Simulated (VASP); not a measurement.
Wanted: the native input for a VASP 6.6.1 run.

* Task: single point
* Functional: r2SCAN
* Potentials or basis: VASP PAW PBE potentials, release 64 (Ru_sv)
* Cutoff: 580 eV
* k mesh: 15 × 15 × 1
* Occupations: fermi-dirac, width 0.05 eV
* Spin: no spin polarisation
* Dipole correction: yes
* Further INCAR settings: ALGO = Normal; EDIFF = 1e-06; NBANDS = 31

System: Ru, a slab with vacuum.

```xyz
3
Lattice="2.7029 0.0000 0.0000 -1.3514 2.3408 0.0000 0.0000 0.0000 11.1075" Properties=species:S:1:pos:R:3 pbc="T T T"
Ru    0.0000    0.0000    3.5000
Ru    0.0000    1.5605    5.5538
Ru    0.0000    0.0000    7.6075
```

These files were run (other wordings do the same):

POSCAR

```
Ru
1.0
    2.7028907931      0.0000000000      0.0000000000
   -1.3514453966      2.3407720905      0.0000000000
    0.0000000000      0.0000000000     11.1075000000
Ru
3
Direct
    0.0000000000      0.0000000000      0.3151033582
    0.3333333333      0.6666666667      0.5000000487
    0.0000000000      0.0000000000      0.6848966418
```

INCAR.step1

```
SYSTEM = Ru
PREC     = Accurate       ! precision mode
ENCUT    = 580            ! plane-wave cutoff, eV
ISMEAR   = -1             ! smearing method
SIGMA    = 0.05           ! smearing width, eV
LREAL    = .False.        ! projectors in reciprocal space
LASPH    = .True.         ! aspherical terms in the spheres
NELM     = 120            ! most SCF steps
LDIPOL   = .True.       
IDIPOL   = 3            
DIPOL    = 0.5 0.5 0.500
NBANDS   = 31             ! bands
GGA      = PE             ! functional
ALGO     = Normal         ! electronic algorithm
EDIFF    = 1E-5           ! SCF threshold, eV
LWAVE    = .True.         ! write WAVECAR
LCHARG   = .False.        ! write CHGCAR
GGA_COMPAT= .False.      
NELMDL   = -8
```

INCAR.step2

```
SYSTEM = Ru
PREC     = Accurate       ! precision mode
ENCUT    = 580            ! plane-wave cutoff, eV
EDIFF    = 1E-6           ! SCF threshold, eV
ISMEAR   = -1             ! smearing method
SIGMA    = 0.05           ! smearing width, eV
LREAL    = .False.        ! projectors in reciprocal space
LASPH    = .True.         ! aspherical terms in the spheres
NELM     = 120            ! most SCF steps
ALGO     = Normal         ! electronic algorithm
ISIF     = 2              ! what is computed and relaxed
LWAVE    = .False.        ! write WAVECAR
LCHARG   = .False.        ! write CHGCAR
LDIPOL   = .True.       
IDIPOL   = 3            
DIPOL    = 0.5 0.5 0.500
METAGGA  = R2SCAN         ! meta-GGA
LMIXTAU  = .True.       
NBANDS   = 31             ! bands
ISTART   = 1            
GGA_COMPAT= .False.
```

KPOINTS

```
regular mesh
0
Gamma
  15 15 1
  0 0 0
```

Potentials or basis: VASP PAW PBE potentials, release 64 (Ru_sv).

Launch:

```bash
$ cat potpaw_PBE.64/Ru_sv/POTCAR > POTCAR
$ cp INCAR.step1 INCAR
$ mpirun -np 1 vasp_std > vasp.out
$ cp INCAR.step2 INCAR
$ mpirun -np 1 vasp_std > vasp.out
```

Results of the run:

| Property | Result |
| --- | --- |
| Largest force | 0.020 eV/Å |
| Band gap on the k mesh | zero (bands 24 and 25 overlap by 2.22 eV) |

Caveat: the PAW data sets were made with another functional, which shifts forces and pressure a little.

It took 5.2 min on 1 thread of Intel(R) Xeon(R) 6975P-C (Granite Rapids), on a shared host, peak memory 0.23 GiB.
